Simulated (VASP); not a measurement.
A run of VASP 6.6.1:

File POSCAR:

```
FeNi2O6
1.0
    0.0000000000      3.4129750400      0.0000000000
    4.4728744600     -1.7064870200      0.0000000000
    2.3373166000      0.0000000000     -5.9184623300
O Fe Ni
6 1 2
Direct
    0.9950000000      0.9400000000      0.7160000000
    0.0550000000      0.0600000000      0.2840000000
    0.7030000000      0.3840000000      0.4320000000
    0.3190000000      0.6160000000      0.5680000000
    0.7030000000      0.3040000000      0.8910000000
    0.3990000000      0.6960000000      0.1090000000
    0.0000000000      0.0000000000      0.0000000000
    0.8260000000      0.6180000000      0.6530000000
    0.2080000000      0.3820000000      0.3470000000
```

Contents of INCAR.step1:

```
PREC = Accurate
ENCUT = 520
EDIFF = 1E-7
ISMEAR = -1
SIGMA = 0.1
LREAL = F
LASPH = T
NELM = 100
ALGO = Normal
ISIF = 2
LWAVE = F
LCHARG = T
LMAXMIX = 4
NBANDS = 42
ISYM = 0
```

Contents of KPOINTS.step1:

```
Automatic mesh
0
Gamma
  7 6 4
```

The input INCAR.step2:

```
PREC = Accurate
ENCUT = 520
EDIFF = 1E-7
ISMEAR = -5
SIGMA = 0.1
LREAL = F
LASPH = T
NELM = 100
ALGO = Normal
ISIF = 2
LWAVE = F
LCHARG = F
LMAXMIX = 4
LORBIT = 10
NEDOS = 2001
ICHARG = 11
ISYM = 0
```

File KPOINTS.step2:

```
Automatic mesh
0
Gamma
  11 9 6
```

Potentials or basis: VASP PAW LDA potentials, release 64 (O, Fe, Ni).

The run is started by

```sh
$ cat potpaw_LDA.64/O/POTCAR potpaw_LDA.64/Fe/POTCAR potpaw_LDA.64/Ni/POTCAR > POTCAR
$ cp INCAR.step1 INCAR
$ cp KPOINTS.step1 KPOINTS
$ mpirun -np 1 vasp_std > vasp.out
$ cp INCAR.step2 INCAR
$ cp KPOINTS.step2 KPOINTS
$ mpirun -np 1 vasp_std > vasp.out
```

Hardware: 1 thread of AMD EPYC 7R13 Processor (Zen 3), with other jobs on the host.

Task: Estimate the wall time of this run.

Result: Run time: 21 min on 1 thread of AMD EPYC 7R13 Processor (Zen 3), on a shared host, peak memory 0.82 GiB. Counts: k points 298.
